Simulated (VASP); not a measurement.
The system is CuI.

```xyz
2
Lattice="0.0000 2.8702 2.8702 2.8702 0.0000 2.8702 2.8702 2.8702 0.0000" Properties=species:S:1:pos:R:3 pbc="T T T"
Cu    0.0000    0.0000    0.0000
I     2.8702    2.8702    2.8702
```

* Program: VASP 6.6.1
* Task: relaxation of cell and atoms
* Functional: PBEsol
* Potentials or basis: VASP PAW PBE potentials, release 64 (Cu, I)
* Cutoff: 600 eV
* k mesh: 8 × 8 × 8
* Occupations: fermi-dirac, width 0.02 eV
* Spin: no spin polarisation

At the start: pressure -3.6 GPa; volume 23.64 Å³/atom.

Q: How do energy, volume and symmetry change on relaxing?

A: Over 3 steps the energy falls by 20.9 meV/atom and the volume is 21.92 Å³/atom (-7.3 %); space group Fm-3m (No. 225, to 0.05 Å).

Step by step:
```
step  energy change (eV)  largest force (eV/Å)  pressure (GPa)  volume (Å³)
   1              0.0000                0.0000           -3.60        47.29
   2             -0.0417                0.0000            0.12        43.75
   3             -0.0417                0.0000           -0.01        43.84
```

Final structure:
```yaml
crystal:
  lattice:
    - [0.00000, 2.79861, 2.79861]
    - [2.79861, 0.00000, 2.79861]
    - [2.79861, 2.79861, 0.00000]
  atoms:
    - { symbol: Cu, position: [0.00000, 0.00000, 0.00000] }
    - { symbol: I, position: [0.50000, 0.50000, 0.50000] }
```

Caveat: the PAW data sets were made with another functional, which shifts forces and pressure a little.
